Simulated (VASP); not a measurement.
# PtSe2 (P-3m1) in VASP: a series of runs

PtSe2 is run at these levels: PBE, PBE+D4; tasks: single point.

Everything below comes from runs of VASP 6.6.1. Logs are shortened: lines on timing, memory, paths and dates and some standing lists are left out, and cuts for length are marked.

## (1) The cell of the first run

The structure is trigonal, space group P-3m1 (No. 164). The conventional cell has a = 3.749 Å, b = 3.749 Å, c = 6.529 Å, α = 90.00°, β = 90.00°, γ = 120.00°. Pt (site symmetry -3m) has 6 Se at 2.53 Å within 3.3 Å. Within 3.4 Å of Se (site symmetry 3m) lie 3 Pt at 2.53 Å and 3 Se at 3.40 Å.

## (2) Single point, PBE, non-collinear spin, zero start, spin-orbit coupling

File INCAR:

```
SYSTEM = PtSe2
PREC = Accurate ; ENCUT = 520
EDIFF = 1E-7 ; ISMEAR = -1
SIGMA = 0.005 ; LREAL = .FALSE.
LASPH = .TRUE. ; NELM = 150
ALGO = Normal ; ISIF = 2
LWAVE = .FALSE. ; LCHARG = .FALSE.
MAGMOM = 0 0 0 0 0 0 0 0 0 ; LORBIT = 11
LSORBIT = .TRUE. ; GGA_COMPAT = .FALSE.
LORBMOM = .TRUE. ; LMAXMIX = 4
GGA = PE ; ISYM = -1
NBANDS = 35
```

File KPOINTS:

```
regular mesh
0
G
  8 8 4
  0 0 0
```

File POSCAR:

```
PtSe2
1.0
    3.7492352056      0.0000000000      0.0000000000
   -1.8746176028      3.2469329328      0.0000000000
    0.0000000000      0.0000000000      6.5290296326
Pt Se
1 2
Direct
    0.0000000000      0.0000000000      0.0000000000
    0.3333333333      0.6666666667      0.2006362891
    0.6666666667      0.3333333333      0.7993637109
```

Potentials or basis: VASP PAW PBE potentials, release 64 (Pt, Se).

The run is started by

```sh
> cat potpaw_PBE.64/Pt/POTCAR potpaw_PBE.64/Se/POTCAR > POTCAR
> mpirun -np 1 vasp_ncl > vasp.out
```

OUTCAR:

```text
SYSTEM = PtSe2
   PREC = Accurate
   ENCUT = 520
   EDIFF = 1E-7
   ISMEAR = -1
   LREAL = .FALSE.
   LASPH = .TRUE.
   NELM = 150
   ISIF = 2
   LORBIT = 11
   LSORBIT = .TRUE.
   GGA = PE
   ISYM = -1

 ion  position               nearest neighbor table
   1  0.000  0.000  0.000-   2 2.53   3 2.53   2 2.53   3 2.53   3 2.53   2 2.53
   2  0.333  0.667  0.201-   1 2.53   1 2.53   1 2.53
   3  0.667  0.333  0.799-   1 2.53   1 2.53   1 2.53

IMPORTANT INFORMATION: All symmetrisations will be switched off!
NOSYMM: (Re-)initialisation of all symmetry stuff for point group C_1.

----------------------------------------------------------------------------------------

                                     Primitive cell

  volume of cell :      79.4812

  direct lattice vectors                    reciprocal lattice vectors
     3.749235206  0.000000000  0.000000000     0.266721063  0.153991478  0.000000000
    -1.874617603  3.246932933  0.000000000     0.000000000  0.307982955  0.000000000
     0.000000000  0.000000000  6.529029633     0.000000000  0.000000000  0.153162117

  length of vectors
     3.749235206  3.749235206  6.529029633     0.307982955  0.307982955  0.153162117

  position of ions in fractional coordinates (direct lattice)
     0.000000000  0.000000000  0.000000000
     0.333333333  0.666666667  0.200636289
     0.666666667  0.333333333  0.799363711

  ion indices of the primitive-cell ions
   primitive index   ion index
                 1           1
                 2           2
                 3           3

----------------------------------------------------------------------------------------

 KPOINTS: regular mesh

Automatic generation of k-mesh.
 Grid dimensions read from file:
 generate k-points for:    8    8    4

 Generating k-lattice:

  Cartesian coordinates                     Fractional coordinates (reciprocal lattice)
     0.033340133  0.019248935  0.000000000     0.125000000  0.000000000  0.000000000
     0.000000000  0.038497869  0.000000000     0.000000000  0.125000000  0.000000000
     0.000000000  0.000000000  0.038290529     0.000000000  0.000000000  0.250000000

  Length of vectors
     0.038497869  0.038497869  0.038290529

  Shift w.r.t. Gamma in fractional coordinates (k-lattice)
     0.000000000  0.000000000  0.000000000

 Subroutine IBZKPT returns following result:
 ===========================================

 Found    256 irreducible k-points:

 Following reciprocal coordinates:
            Coordinates               Weight
  0.000000  0.000000  0.000000      1.000000
  0.125000 -0.000000  0.000000      1.000000
  0.250000 -0.000000  0.000000      1.000000
  0.375000 -0.000000  0.000000      1.000000
  0.500000 -0.000000  0.000000      1.000000
 -0.375000  0.000000  0.000000      1.000000
[... 16 lines left out ...]
 -0.250000  0.250000  0.000000      1.000000
 -0.125000  0.250000  0.000000      1.000000
 [... further k-points ...]
   k-points           NKPTS =    256   k-points in BZ     NKDIM =    256   number of bands    NBANDS=     35
   number of dos      NEDOS =    301   number of ions     NIONS =      3
   total plane-waves  NPLWV =  39200
   dimension x,y,z NGX =    28 NGY =   28 NGZ =   50
   dimension x,y,z NGXF=    56 NGYF=   56 NGZF=  100
   ions per type =               1   2
   NGX,Y,Z   is equivalent  to a cutoff of  12.42, 12.42, 12.73 a.u.
   NGXF,Y,Z  is equivalent  to a cutoff of  24.83, 24.83, 25.46 a.u.
 SYSTEM =  PtSe2
   PREC   = accura    normal or accurate (medium, high low for compatibility)
   ISTART =      0    job   : 0-new  1-cont  2-samecut
   ICHARG =      2    charge: 1-file 2-atom 10-const
   ISPIN  =      1    spin polarized calculation?
   LNONCOLLINEAR =      T non collinear calculations
   LSORBIT =      T    spin-orbit coupling
   LASPH  =      T    aspherical Exc in radial PAW
   ENCUT  =  520.0 eV  38.22 Ry    6.18 a.u.   6.97  6.97 12.14*2*pi/ulx,y,z
   NELM   =    150;   NELMIN=  2; NELMDL= -5     # of ELM steps
   EDIFF  = 0.1E-06   stopping-criterion for ELM
   LREAL  =      F    real-space projection
   EDIFFG = 0.1E-05   stopping-criterion for IOM
   NSW    =      0    number of steps for IOM
   IBRION =     -1    ionic relax: 0-MD 1-quasi-New 2-CG
[... 38 lines left out ...]

 Free energy of the ion-electron system (eV)
  ---------------------------------------------------
  ext. energy  EPLUGINS =         0.00000000
  ---------------------------------------------------
  free energy    TOTEN  =       -14.70439376 eV

  energy without entropy =      -14.70439376  energy(sigma->0) =      -14.70439376

 E-fermi :   3.2387     XC(G=0):  -8.9724

 val. band max:        3.1006398072   @ k =   0.1250   0.1250   0.0000
 cond. band min:       3.9451526962   @ k =   0.2500  -0.2500   0.2500
 fundamental gap:      0.8445128891
 Fermi energy:         3.2386573462

 k-point     1 :       0.0000    0.0000    0.0000
  band No.  band energies     occupation
      1     -11.1543      1.00000
      2     -11.1543      1.00000
      3      -9.3304      1.00000
      4      -9.3304      1.00000
      5      -2.5186      1.00000
      6      -2.5186      1.00000
[... 877 lines left out ...]
     33      12.2236      0.00000
     34      12.2246      0.00000

 [... further k-points ...]

 [bands above 34 left out]

------------------------ aborting loop because EDIFF is reached ----------------------------------------

  FORCE on cell =-STRESS in cart. coord.  units (eV):
  Direction    XX          YY          ZZ          XY          YZ          ZX
  --------------------------------------------------------------------------------------
  -------------------------------------------------------------------------------------
  Total        0.0379578      0.0379591      0.0174888      0.0000010      0.0000001      0.0000001
  in kB        0.7651501      0.7651762      0.3525380      0.0000196      0.0000024      0.0000023
  external PRESSURE =       0.6276215 kB  Pullay stress =       0.0000000 kB

 VOLUME and BASIS-vectors are now :
 -----------------------------------------------------------------------------
  energy-cutoff  :      520.00
  volume of cell :       79.48
      direct lattice vectors                 reciprocal lattice vectors
     3.749235206  0.000000000  0.000000000     0.266721063  0.153991478  0.000000000
    -1.874617603  3.246932933  0.000000000     0.000000000  0.307982955  0.000000000
     0.000000000  0.000000000  6.529029633     0.000000000  0.000000000  0.153162117

 POSITION                                       TOTAL-FORCE (eV/Angst)
 -----------------------------------------------------------------------------------
      0.00000      0.00000      0.00000         0.000000      0.000000     -0.000000
     -0.00000      2.16462      1.30996        -0.000000      0.000000      0.009989
      1.87462      1.08231      5.21907         0.000000     -0.000000     -0.009989
 -----------------------------------------------------------------------------------
    total drift:                                0.000000     -0.000000     -0.000000

  FREE ENERGIE OF THE ION-ELECTRON SYSTEM (eV)
  ---------------------------------------------------
  free  energy   TOTEN  =       -14.7043937592 eV

  energy  without entropy=      -14.7043937592  energy(sigma->0) =      -14.70439376

 orbital moment (x)

 # of ion     p       d       tot
 ----------------------------------------
  1        -0.000   0.000   0.000
  2        -0.000  -0.000  -0.000
  3        -0.000   0.000  -0.000
 ----------------------------------------
           -0.000   0.000   0.000

 orbital moment (y)

 # of ion     p       d       tot
 ----------------------------------------
  1        -0.000  -0.000  -0.000
  2        -0.000  -0.000  -0.000
  3        -0.000  -0.000  -0.000
 ----------------------------------------
           -0.000  -0.000  -0.000

 orbital moment (z)

 # of ion     p       d       tot
 ----------------------------------------
  1        -0.000   0.000   0.000
  2         0.000   0.000   0.000
  3         0.000   0.000   0.000
 ----------------------------------------
            0.000   0.000   0.000

 Spin-Orbit-Coupling matrix elements

 Ion:    1  E_soc:     -0.7397102
 l=   1
     0.0000000    -0.0321117    -0.0335678
    -0.0321117     0.0000000    -0.0321117
    -0.0335678    -0.0321117     0.0000000
 l=   2
     0.0000000    -0.0200441     0.0000000    -0.0200441    -0.0676325
    -0.0200441     0.0000000    -0.0497252    -0.0248044    -0.0200441
     0.0000000    -0.0497252     0.0000000    -0.0497252     0.0000000
    -0.0200441    -0.0248044    -0.0497252     0.0000000    -0.0200441
    -0.0676325    -0.0200441     0.0000000    -0.0200441     0.0000000
 l=   3
     0.0000000     0.0000000     0.0000000     0.0000000     0.0000000     0.0000000     0.0000000
     0.0000000     0.0000000     0.0000000     0.0000000     0.0000000     0.0000000     0.0000000
     0.0000000     0.0000000     0.0000000     0.0000000     0.0000000     0.0000000     0.0000000
     0.0000000     0.0000000     0.0000000     0.0000000     0.0000000     0.0000000     0.0000000
[... 29 lines left out ...]
 l=   2
     0.0000000     0.0000009     0.0000000     0.0000009    -0.0000113
     0.0000009     0.0000000    -0.0000070    -0.0000017     0.0000009
     0.0000000    -0.0000070     0.0000000    -0.0000070     0.0000000
     0.0000009    -0.0000017    -0.0000070     0.0000000     0.0000009
    -0.0000113     0.0000009     0.0000000     0.0000009     0.0000000
 l=   3
     0.0000000     0.0000000     0.0000000     0.0000000     0.0000000     0.0000000     0.0000000
     0.0000000     0.0000000     0.0000000     0.0000000     0.0000000     0.0000000     0.0000000
     0.0000000     0.0000000     0.0000000     0.0000000     0.0000000     0.0000000     0.0000000
     0.0000000     0.0000000     0.0000000     0.0000000     0.0000000     0.0000000     0.0000000
     0.0000000     0.0000000     0.0000000     0.0000000     0.0000000     0.0000000     0.0000000
     0.0000000     0.0000000     0.0000000     0.0000000     0.0000000     0.0000000     0.0000000
     0.0000000     0.0000000     0.0000000     0.0000000     0.0000000     0.0000000     0.0000000

 total charge

# of ion       s       p       d       tot
------------------------------------------
    1        0.671   0.694   7.961   9.326
    2        1.478   2.240   0.055   3.773
    3        1.478   2.240   0.055   3.773
--------------------------------------------------
tot          3.627   5.174   8.070  16.872

 magnetization (x)

# of ion       s       p       d       tot
------------------------------------------
    1       -0.000  -0.000  -0.000  -0.000
    2       -0.000   0.000  -0.000   0.000
    3       -0.000   0.000  -0.000   0.000
--------------------------------------------------
tot         -0.000   0.000  -0.000  -0.000

 magnetization (y)

# of ion       s       p       d       tot
------------------------------------------
    1       -0.000  -0.000  -0.000  -0.000
    2       -0.000   0.000  -0.000   0.000
    3       -0.000   0.000  -0.000   0.000
--------------------------------------------------
tot         -0.000   0.000  -0.000   0.000

 magnetization (z)

# of ion       s       p       d       tot
------------------------------------------
    1        0.000   0.000   0.000   0.000
    2        0.000   0.000   0.000   0.000
    3        0.000  -0.000  -0.000  -0.000
--------------------------------------------------
tot          0.000   0.000   0.000   0.000
```

It took 23 min on 1 thread of Oxide Virtual Turin-like, shared host; peak memory 1 GiB.

What came out:

| Quantity | Value |
| --- | --- |
| Free energy | -14.7044 eV |
| Pressure | 0.1 GPa |
| Largest force | 0.010 eV/Å |
| Net moment | 0.00 μB per cell |
| Valence electrons inside the program's atomic spheres | Pt 9.33; Se 3.77 |

Forces in eV/Å, atoms in the order of the input:
```
Pt   0.000  0.000  0.000
Se   0.000  0.000  0.010
Se   0.000  0.000 -0.010
```

Moments on the atoms (μB; x, y, z):
```
Pt  0.00 0.00 0.00
Se  0.00 0.00 0.00
Se  0.00 0.00 0.00
```

Caveat: this functional lacks dispersion, which binds layers or chains, so the pressure and a relaxed spacing across them are unreliable.

## (3) Single point, PBE, non-collinear spin, zero start, spin-orbit coupling

File INCAR:

```
SYSTEM = PtSe2
ALGO = Normal
EDIFF = 1E-6
ENCUT = 520
GGA = PE
GGA_COMPAT = .False.
ISIF = 2
ISMEAR = 1
LASPH = .True.
LCHARG = .False.
LMAXMIX = 4
LORBIT = 11
LORBMOM = .True.
LREAL = .False.
LSORBIT = .True.
LWAVE = .False.
MAGMOM = 0 0 0 0 0 0 0 0 0
NBANDS = 35
NELM = 150
PREC = Accurate
SIGMA = 0.05
```

File KPOINTS:

```
k-points
0
Gamma
  8 8 4
  0 0 0
```

POSCAR is that of step 2.

Potentials or basis: VASP PAW PBE potentials, release 64 (Pt, Se).

The run is started by

```sh
> cat potpaw_PBE.64/Pt/POTCAR potpaw_PBE.64/Se/POTCAR > POTCAR
> mpirun -np 1 vasp_ncl > vasp.out
```

Wall time 4.6 min (1 thread of Oxide Virtual Turin-like, shared host); peak memory 0.39 GiB.

The run converged. Its results:

- Free energy: -14.7043 eV
- Pressure: 0.1 GPa
- Largest force: 0.009 eV/Å
- Net moment: 0.00 μB per cell
- Valence electrons inside the program's atomic spheres: Pt 9.33; Se 3.77

Forces on the atoms (eV/Å):
```
Pt   0.000  0.000  0.000
Se   0.000  0.000  0.009
Se   0.000  0.000 -0.009
```

Moments on the atoms (μB; x, y, z):
```
Pt  0.00 0.00 0.00
Se  0.00 0.00 0.00
Se  0.00 0.00 0.00
```

Caveat: this functional lacks dispersion, which binds layers or chains, so the pressure and a relaxed spacing across them are unreliable.

(Part 1 of 2 ends here.)
